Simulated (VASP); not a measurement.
A run of VASP 6.6.1 is set up as follows.

File INCAR:

```
  ALGO = Normal
  EDIFF = 1E-6
  ENCUT = 520
  GGA = PS
  ISIF = 2
  ISMEAR = -1
  LASPH = T
  LCHARG = F
  LREAL = Auto
  LWAVE = F
  NBANDS = 58
  NELM = 60
  PREC = Accurate
  SIGMA = 0.05
```

File KPOINTS:

```
k-points
0
Gamma
  1 1 1
```

The input POSCAR:

```
H4C
1.0
    7.3876590000      0.0000000000      0.0000000000
    0.0000000000      7.3876590000      0.0000000000
    0.0000000000      0.0000000000      7.3876590000
C H
8 32
Direct
    0.4824397011      0.8143851794      0.7357811182
   -0.0006903405      0.7534592487      0.5848537405
    0.7655334389      0.4018729072      0.9228092417
    0.2645628338      0.3293736216      0.6752883424
    0.6985974853      0.9173541984      0.1092632998
    0.6590179650      0.1834139881      0.4828187116
    0.1777829756      1.0396933589      0.1132970539
    0.2824440056      0.5025813996      0.1946218687
    0.3809325796      0.8117862506      0.8400766738
    0.5757980979      0.7115379852      0.7652627172
    0.5585801943      0.9442774768      0.7409519037
    0.4384880244      0.8030148657      0.5901598869
    0.1363219391      0.8119351475      0.6117093385
   -0.0305915582      0.6572312014      0.6897584201
    0.0062807447      0.6761952602      0.4565045571
   -0.1124848887      0.8532337510      0.5748776439
    0.8044090828      0.5252272743      0.9974336931
    0.6284264068      0.3633356656      0.9534955525
    0.8577006600      0.2871816363      0.9678844137
    0.7635842423      0.3968239465      0.7755366077
    0.2251863547      0.4563150519      0.7425897703
    0.3582054884      0.2581467282      0.7582374877
    0.3258407027      0.3730816487      0.5524754188
    0.1328837728      0.2662548447      0.6647166579
    0.7850118691      0.8892126721      0.2303977485
    0.5724276120      0.8477380994      0.1493707276
    0.7607552000      0.8555619581     -0.0098271997
    0.6663951327      1.0632055432      0.1063801131
    0.6206702286      0.2058026771      0.3432481115
    0.5895507630      0.2875471107      0.5677711979
    0.7998474212      0.1944729717      0.4791504318
    0.6323924805      0.0412715313      0.5179313230
    0.0748004205      0.9419086615      0.0959031812
    0.3166361631      0.9851158533      0.1158824467
    0.1425350033      1.1279486506      0.2306684702
    0.1784327078      1.1383849742      0.0016514027
    0.1810993171      0.4864869913      0.2963591037
    0.2425396191      0.4226237297      0.0810405570
    0.4233952867      0.4613098683      0.2438390835
    0.2809821081      0.6489065075      0.1500881402
```

Potentials or basis: VASP PAW PBE potentials, release 64 (C, H).

Command:

```console
$ cat potpaw_PBE.64/C/POTCAR potpaw_PBE.64/H/POTCAR > POTCAR
$ mpirun -np 1 vasp_gam > vasp.out
```

Question: Estimate the largest force.

Answer: 2.261 eV/Å.

Question: Predict the pressure.

Answer: 1.4 GPa.

Question: What does it give for the band gap on the k mesh?

Answer: 7.09 eV.

Stress tensor (GPa, compression positive):
```
 1.86  1.13 -0.35
 1.13  0.51 -0.42
-0.35 -0.42  1.82
```

Caveat: the k points lie up to 0.85 Å⁻¹ apart; the PAW data sets were made with another functional, which shifts forces and pressure a little.
